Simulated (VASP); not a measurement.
Input of a VASP 6.6.1 run:

The input INCAR:

```
SYSTEM = Hg3S
PREC = Accurate ; ENCUT = 520
EDIFF = 1E-6 ; ISMEAR = 0
SIGMA = 0.1 ; LREAL = .False.
LASPH = .True. ; NELM = 80
ALGO = Normal ; ISIF = 2
LWAVE = .False. ; LCHARG = .False.
GGA = PE ; NBANDS = 29
```

KPOINTS

```
regular mesh
0
Gamma
  4 4 4
  0 0 0
```

Contents of POSCAR:

```
Hg3S
1.0
    4.5303153072      0.0000000000      0.0000000000
    0.0000000000      4.5303153072      0.0000000000
    0.0000000000      0.0000000000      4.4837499889
Hg S
3 1
Direct
    0.0000000000      0.5000000000      0.5000000000
    0.5000000000      0.0000000000      0.5000000000
    0.5000000000      0.5000000000      0.0000000000
    0.0000000000      0.0000000000      0.0000000000
```

Potentials or basis: VASP PAW PBE potentials, release 64 (Hg, S).

Run with:

```sh
$ cat potpaw_PBE.64/Hg/POTCAR potpaw_PBE.64/S/POTCAR > POTCAR
$ mpirun -np 1 vasp_std > vasp.out
```

(1) Estimate the band gap on the k mesh.

(2) What does it give for the pressure?

Results:

(1) zero (bands 21 and 22 overlap by 2.30 eV).

(2) 0.5 GPa.

Caveat: spin-orbit coupling is left out, which moves the levels of the heavy elements.
